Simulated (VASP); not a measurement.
# KCl: single point with LDA

KCl:

```
CELL_PARAMETERS angstrom
0.00000 3.54278 2.50475
3.54278 0.00000 2.50475
3.54278 3.54278 0.00000
ATOMIC_POSITIONS crystal
K 0.00000 0.00000 0.00000
Cl 0.50000 0.50000 0.50000
```

This cell differs from its parent crystal: ratio of the length along z to the lengths across it x 0.707, volume and fractional coordinates fixed.

- Program: VASP 6.6.1
- Task: single point
- Functional: LDA
- Potentials or basis: VASP PAW LDA potentials, release 64 (K_sv, Cl)
- Cutoff: 520 eV
- k mesh: 8 × 8 × 8
- Occupations: gaussian, width 0.05 eV
- Spin: no spin polarisation
- Dipole correction: no
- Further INCAR settings: ALGO = Normal; EDIFF = 1e-06; NBANDS = 15

The pressure is 7.1 GPa and the band gap on the k mesh is 3.50 eV, direct.

Stress tensor (GPa, compression positive):
```
-2.81  0.00  0.00
 0.00 -2.81  0.00
 0.00  0.00 26.95
```

Levels at points of the mesh, in eV from the valence-band top:
| k point | band 6 | band 7 | band 8 | band 9 | band 10 | band 11 |
| --- | --- | --- | --- | --- | --- | --- |
| (0.00, 0.00, 0.00) | -0.93 | -0.93 | 0.00 | 3.50 | 6.90 | 6.90 |
| (0.50, 0.00, 0.00) | -2.05 | -1.38 | -1.36 | 6.25 | 7.08 | 9.17 |
| (0.50, 0.50, 0.00) | -1.32 | -1.32 | -0.34 | 4.97 | 8.29 | 9.49 |
| (0.50, 0.00, 0.50) | -1.64 | -0.96 | -0.14 | 5.88 | 6.39 | 7.83 |

Run time: 22 s on 1 thread of Intel(R) Xeon(R) Platinum 8488C (Sapphire Rapids), with other jobs on the host, peak memory 0.19 GiB.

 A k mesh can miss the band edges.
